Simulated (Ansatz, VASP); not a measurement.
## TiCo in VASP and in Ansatz

```
CELL_PARAMETERS angstrom
3.03088 -0.06518 -0.02754
-0.06518 2.94318 -0.09099
-0.02754 -0.09099 3.08500
ATOMIC_POSITIONS crystal
Ti 0.00000 0.00000 0.00000
Co 0.50000 0.50000 0.50000
```

Alike in both runs: task single point; functional PBE; dispersion D3(BJ); k mesh 6 × 6 × 6; occupations gaussian, width 0.1 eV; collinear spin.

|  | VASP | Ansatz |
| --- | --- | --- |
| version | VASP 6.6.1 | Ansatz 0.2.0 |
| potentials or method | VASP PAW PBE potentials, release 64 (Ti_sv, Co_sv), cutoff 600 eV | scalar-relativistic, plane waves, PAW |
| valence electrons in the cell | 29 | 29 |

VASP gave:

| Item | Value |
| --- | --- |
| gap on the k mesh at the Fermi level (eV) | none |
| pressure (GPa) | -13.8 |
| traceless stress, the component that is largest in VASP (GPa) | 3.92 |
| net moment per atom (μB) | 0.28 |
| size of the moment on the site where the two differ most (μB) | 0.08 |

Estimate Ansatz's values.

gap on the k mesh at the Fermi level (eV): none; pressure (GPa): -12.3; traceless stress, the component that is largest in VASP (GPa): 3.92; net moment per atom (μB): 0.28; size of the moment on the site where the two differ most (μB): 0.07.

Site moments also hang on the region over which each program counts them. A gap of «none» marks a metal or a gap that the smearing closes.
